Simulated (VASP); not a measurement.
# Si5Ge2 (P-6m2) in VASP: single point with PBE

Aim: the single point of Si5Ge2 with PBE.

Everything below comes from runs of VASP 6.6.1. Logs are shortened: lines on timing, memory, paths and dates and some standing lists are left out, and cuts for length are marked.

## Step 1: The cell of the first run

It takes space group P-6m2 (No. 187, hexagonal). Conventional cell: a = 4.378 Å, b = 4.378 Å, c = 7.973 Å, α = 90.00°, β = 90.00°, γ = 120.00°. Within 3.7 Å of Si (site symmetry -6m2) lie 6 Si at 2.83 Å and 6 Ge at 2.92 Å. Within 3.3 Å of Si (site symmetry -6m2) lie 3 Si at 2.53 Å and 2 Ge at 2.53 Å. Si (site symmetry 3m) has 5 Si at 2.53 to 2.83 Å and 3 Ge at 2.54 Å within 3.3 Å. Within 3.3 Å of Si (site symmetry -6m2) lie 5 Si at 2.53 to 2.72 Å. Within 3.3 Å of Ge (site symmetry 3m) lie 7 Si at 2.53 to 2.92 Å and 1 Ge at 2.91 Å.

## Step 2: Single point, PBE

The input, INCAR:

```
SYSTEM = Si5Ge2
PREC = Accurate
ENCUT = 500
EDIFF = 1E-6
ISMEAR = 0
SIGMA = 0.2
LREAL = .False.
LASPH = .True.
NELM = 120
ALGO = Normal
ISIF = 2
LWAVE = .False.
LCHARG = .False.
GGA = PE
NBANDS = 33
GGA_COMPAT = .False.
```

The input, KPOINTS:

```
Automatic mesh
0
Gamma
  4 4 2
  0 0 0
```

The input, POSCAR:

```
Si5Ge2
1.0
    4.3781803579      0.0000000029      0.0000000000
   -2.1890901815      3.7916154108      0.0000000000
    0.0000000000      0.0000000000      7.9733681022
Si Ge
5 2
Direct
    0.6666666667      0.3333333333      0.5000000000
    0.3333333333      0.6666666667      0.0000000000
    0.0000000000      0.0000000000      0.6583474924
    0.0000000000      0.0000000000      0.3416525076
    0.0000000000      0.0000000000      0.0000000000
    0.3333333333      0.6666666667      0.6826960032
    0.3333333333      0.6666666667      0.3173039968
```

Potentials or basis: VASP PAW PBE potentials, release 64 (Si, Ge_d).

The run is started by

```console
> cat potpaw_PBE.64/Si/POTCAR potpaw_PBE.64/Ge_d/POTCAR > POTCAR
> mpirun -np 1 vasp_std > vasp.out
```

OUTCAR:

```text
SYSTEM = Si5Ge2
   PREC = Accurate
   ENCUT = 500
   EDIFF = 1E-6
   ISMEAR = 0
   LREAL = .False.
   LASPH = .True.
   NELM = 120
   ISIF = 2
   GGA = PE

 ion  position               nearest neighbor table
   1  0.667  0.333  0.500-   3 2.83   4 2.83   3 2.83   4 2.83   3 2.83   4 2.83   6 2.92   7 2.92
                             6 2.92   7 2.92   6 2.92   7 2.92
   2  0.333  0.667  0.000-   5 2.53   5 2.53   5 2.53   7 2.53   6 2.53
   3  0.000  0.000  0.658-   4 2.53   6 2.54   6 2.54   6 2.54   5 2.72   1 2.83   1 2.83   1 2.83

   4  0.000  0.000  0.342-   3 2.53   7 2.54   7 2.54   7 2.54   5 2.72   1 2.83   1 2.83   1 2.83

   5  0.000  0.000  0.000-   2 2.53   2 2.53   2 2.53   4 2.72   3 2.72
   6  0.333  0.667  0.683-   2 2.53   3 2.54   3 2.54   3 2.54   7 2.91   1 2.92   1 2.92   1 2.92

   7  0.333  0.667  0.317-   2 2.53   4 2.54   4 2.54   4 2.54   6 2.91   1 2.92   1 2.92   1 2.92

  LATTYP: Found a hexagonal cell.
 ALAT       =     4.3781803579
 C/A-ratio  =     1.8211602653

  Lattice vectors:

 A1 = (   4.3781803579,   0.0000000029,   0.0000000000)
 A2 = (  -2.1890901815,   3.7916154108,   0.0000000000)
 A3 = (   0.0000000000,   0.0000000000,   7.9733681022)

Analysis of symmetry for initial positions (statically):
=====================================================================
 Subroutine PRICEL returns:
 Original cell was already a primitive cell.

 Routine SETGRP: Setting up the symmetry group for a
 hexagonal supercell.

 Subroutine GETGRP returns: Found 12 space group operations
 (whereof 12 operations were pure point group operations)
 out of a pool of 24 trial point group operations.

The static configuration has the point symmetry D_3h.

Analysis of symmetry for dynamics (positions and initial velocities):
=====================================================================
 Subroutine PRICEL returns:
 Original cell was already a primitive cell.

 Routine SETGRP: Setting up the symmetry group for a
 hexagonal supercell.

 Subroutine GETGRP returns: Found 12 space group operations
 (whereof 12 operations were pure point group operations)
 out of a pool of 24 trial point group operations.

The dynamic configuration has the point symmetry D_3h.

 Subroutine INISYM returns: Found 12 space group operations
 (whereof 12 operations are pure point group operations),
 and found     1 'primitive' translations

----------------------------------------------------------------------------------------

                                     Primitive cell

  volume of cell :     132.3609

  direct lattice vectors                    reciprocal lattice vectors
     4.378180358  0.000000003  0.000000000     0.228405392  0.131869915  0.000000000
    -2.189090182  3.791615411  0.000000000    -0.000000000  0.263739829  0.000000000
     0.000000000  0.000000000  7.973368102     0.000000000  0.000000000  0.125417513

  length of vectors
     4.378180358  4.378180358  7.973368102     0.263739829  0.263739829  0.125417513

  position of ions in fractional coordinates (direct lattice)
     0.666666667  0.333333333  0.500000000
     0.333333333  0.666666667  0.000000000
     0.000000000  0.000000000  0.658347492
     0.000000000  0.000000000  0.341652508
     0.000000000  0.000000000  0.000000000
     0.333333333  0.666666667  0.682696003
     0.333333333  0.666666667  0.317303997

  ion indices of the primitive-cell ions
   primitive index   ion index
                 1           1
                 2           2
                 3           3
                 4           4
                 5           5
                 6           6
                 7           7

----------------------------------------------------------------------------------------

 KPOINTS: Automatic mesh

Automatic generation of k-mesh.
 Grid dimensions read from file:
 generate k-points for:    4    4    2

 Generating k-lattice:

  Cartesian coordinates                     Fractional coordinates (reciprocal lattice)
     0.057101348  0.032967479  0.000000000     0.250000000  0.000000000  0.000000000
    -0.000000000  0.065934957  0.000000000     0.000000000  0.250000000  0.000000000
     0.000000000  0.000000000  0.062708757     0.000000000  0.000000000  0.500000000

  Length of vectors
     0.065934957  0.065934957  0.062708757

  Shift w.r.t. Gamma in fractional coordinates (k-lattice)
     0.000000000  0.000000000  0.000000000

 Subroutine IBZKPT returns following result:
 ===========================================

 Found      8 irreducible k-points:

 Following reciprocal coordinates:
            Coordinates               Weight
  0.000000  0.000000  0.000000      1.000000
  0.250000  0.000000  0.000000      6.000000
  0.500000  0.000000  0.000000      3.000000
  0.250000  0.250000  0.000000      6.000000
  0.000000  0.000000  0.500000      1.000000
  0.250000  0.000000  0.500000      6.000000
  0.500000  0.000000  0.500000      3.000000
  0.250000  0.250000  0.500000      6.000000
   k-points           NKPTS =      8   k-points in BZ     NKDIM =      8   number of bands    NBANDS=     33
   number of dos      NEDOS =    301   number of ions     NIONS =      7
   total plane-waves  NPLWV =  61440
   dimension x,y,z NGX =    32 NGY =   32 NGZ =   60
   dimension x,y,z NGXF=    64 NGYF=   64 NGZF=  120
   ions per type =               5   2
   NGX,Y,Z   is equivalent  to a cutoff of  12.15, 12.15, 12.51 a.u.
   NGXF,Y,Z  is equivalent  to a cutoff of  24.30, 24.30, 25.02 a.u.
 SYSTEM =  Si5Ge2
   PREC   = accura    normal or accurate (medium, high low for compatibility)
   ISTART =      0    job   : 0-new  1-cont  2-samecut
   ICHARG =      2    charge: 1-file 2-atom 10-const
   ISPIN  =      1    spin polarized calculation?
   LNONCOLLINEAR =      F non collinear calculations
   LSORBIT =      F    spin-orbit coupling
   LASPH  =      T    aspherical Exc in radial PAW
   ENCUT  =  500.0 eV  36.75 Ry    6.06 a.u.   7.98  7.98 14.54*2*pi/ulx,y,z
   NELM   =    120;   NELMIN=  2; NELMDL= -5     # of ELM steps
   EDIFF  = 0.1E-05   stopping-criterion for ELM
   LREAL  =      F    real-space projection
   EDIFFG = 0.1E-04   stopping-criterion for IOM
   NSW    =      0    number of steps for IOM
   IBRION =     -1    ionic relax: 0-MD 1-quasi-New 2-CG
   NFREE  =      0    steps in history (QN), initial steepest desc. (CG)
   ISIF   =      2    stress and relaxation
   ISYM   =      2    0-nonsym 1-usesym 2-fastsym
   POTIM  = 0.5000    time-step for ionic-motion
   TEBEG  =    0.0;   TEEND  =   0.0 temperature during run
   PSTRESS=    0.0 pullay stress
   NELECT =      48.0000    total number of electrons
   NUPDOWN=      -1.0000    fix difference up-down
   EMIN   =  10.00;   EMAX   =-10.00  energy-range for DOS
   EFERMI =   0.00;   METHOD = LEGACY
   ISMEAR =     0;   SIGMA  =   0.20  broadening in eV -4-tet -1-fermi 0-gaus
   EFERMI_NEDOS =   21; number of points for ismear=-14 and -15
   IALGO  =     38    algorithm
   IMIX   =      4    mixing-type and parameters
     AMIX     =   0.40;   BMIX     =  1.00
     AMIX_MAG =   1.60;   BMIX_MAG =  1.00
  volume/ion in A,a.u.               =      18.91       127.60
  Fermi-wavevector in a.u.,A,eV,Ry     =   1.167442  2.206146 18.543665  1.362921
  Thomas-Fermi vector in A             =   2.303942
   LORBIT       =      0    0 simple, 1 ext, 2 COOP (PROOUT), +10 PAW based schemes
   GGA     = PE    functional components
   LHFCALC =     F    Hartree Fock is set to
   AEXX    =    0.0000 exact exchange contribution
   IVDW    =     0    specifies the selected vdW correction
   LEPSILON=     F    determine dielectric tensor
   LRPA    =     F    only Hartree local field effects (RPA)
 non-spin polarized calculation
 Gauss-broadening in eV      SIGMA  =   0.20
  energy-cutoff  :      500.00
  volume of cell :      132.36
 maximum number of plane-waves:      3380
 NGX is ok and might be reduce to    32
   NGX = 15   NGY = 15   NGZ = 29

 number of electron      48.0000005 magnetization

 Free energy of the ion-electron system (eV)
  ---------------------------------------------------
  ext. energy  EPLUGINS =         0.00000000
  ---------------------------------------------------
  free energy    TOTEN  =       -33.26182725 eV

  energy without entropy =      -33.20616649  energy(sigma->0) =      -33.23399687

 E-fermi :   6.6328     XC(G=0): -10.1535

 val. band max:        6.6111499855   @ k =   0.0000   0.0000   0.5000
 cond. band min:       6.6904823211   @ k =   0.2500   0.2500   0.0000
 fundamental gap:      0.0793323356
 Fermi energy:         6.6327784883

 k-point     1 :       0.0000    0.0000    0.0000
  band No.  band energies     occupation
      1     -17.9193      2.00000
      2     -17.8823      2.00000
      3     -17.8823      2.00000
      4     -17.8791      2.00000
      5     -17.8791      2.00000
      6     -17.8783      2.00000
[... 25 lines left out ...]
     32       8.9135      0.00000
     33      10.7158      0.00000

 k-point     2 :       0.2500    0.0000    0.0000
  band No.  band energies     occupation
      1     -17.9183      2.00000
      2     -17.8827      2.00000
      3     -17.8805      2.00000
      4     -17.8795      2.00000
      5     -17.8793      2.00000
      6     -17.8785      2.00000
[... 25 lines left out ...]
     32      10.4470      0.00000
     33      10.7420      0.00000
[... 178 lines left out ...]
     32      11.6418      0.00000
     33      12.3999      0.00000

 k-point     8 :       0.2500    0.2500    0.5000
  band No.  band energies     occupation
      1     -17.9165      2.00000
      2     -17.8823      2.00000
      3     -17.8800      2.00000
      4     -17.8795      2.00000
      5     -17.8789      2.00000
      6     -17.8789      2.00000
[... 25 lines left out ...]
     32      11.0853      0.00000
     33      11.8079      0.00000

------------------------ aborting loop because EDIFF is reached ----------------------------------------

  FORCE on cell =-STRESS in cart. coord.  units (eV):
  Direction    XX          YY          ZZ          XY          YZ          ZX
  --------------------------------------------------------------------------------------
  -------------------------------------------------------------------------------------
  Total       -0.1289203     -0.1289203     -0.2830399      0.0000000      0.0000000      0.0000000
  in kB       -1.5605306     -1.5605306     -3.4260884      0.0000000      0.0000000      0.0000000
  external PRESSURE =      -2.1823832 kB  Pullay stress =       0.0000000 kB

 VOLUME and BASIS-vectors are now :
 -----------------------------------------------------------------------------
  energy-cutoff  :      500.00
  volume of cell :      132.36
      direct lattice vectors                 reciprocal lattice vectors
     4.378180358  0.000000003  0.000000000     0.228405392  0.131869915  0.000000000
    -2.189090182  3.791615411  0.000000000    -0.000000000  0.263739829  0.000000000
     0.000000000  0.000000000  7.973368102     0.000000000  0.000000000  0.125417513

 POSITION                                       TOTAL-FORCE (eV/Angst)
 -----------------------------------------------------------------------------------
      2.18909      1.26387      3.98668        -0.000000      0.000000      0.000000
     -0.00000      2.52774      0.00000        -0.000000      0.000000      0.000000
      0.00000      0.00000      5.24925        -0.000000      0.000000      0.013518
      0.00000      0.00000      2.72412         0.000000     -0.000000     -0.013518
      0.00000      0.00000      0.00000        -0.000000      0.000000      0.000000
     -0.00000      2.52774      5.44339         0.000000     -0.000000     -0.026228
     -0.00000      2.52774      2.52998         0.000000     -0.000000      0.026228
 -----------------------------------------------------------------------------------
    total drift:                               -0.000000      0.000000     -0.000000

  FREE ENERGIE OF THE ION-ELECTRON SYSTEM (eV)
  ---------------------------------------------------
  free  energy   TOTEN  =       -33.2618272465 eV

  energy  without entropy=      -33.2061664888  energy(sigma->0) =      -33.23399687
```

Wall time 43 s (1 thread of Intel Xeon Platinum 8259CL at 2.50GHz (Skylake/Cascade Lake), shared host); peak memory 0.23 GiB.

Results:

* Free energy: -33.2618 eV
* Pressure: -0.2 GPa
* Largest force: 0.026 eV/Å
* Band gap on the k mesh: zero (band 24 reaches 7.43 eV, above the bottom of band 25 at 5.28 eV)

Forces on the atoms (eV/Å):
```
Si   0.000  0.000  0.000
Si   0.000  0.000  0.000
Si   0.000  0.000  0.014
Si   0.000  0.000 -0.014
Si   0.000  0.000  0.000
Ge   0.000  0.000 -0.026
Ge   0.000  0.000  0.026
```

Stress tensor (GPa, compression positive):
```
-0.16  0.00  0.00
 0.00 -0.16  0.00
 0.00  0.00 -0.34
```

Caveat: the k points lie up to 0.41 Å⁻¹ apart.
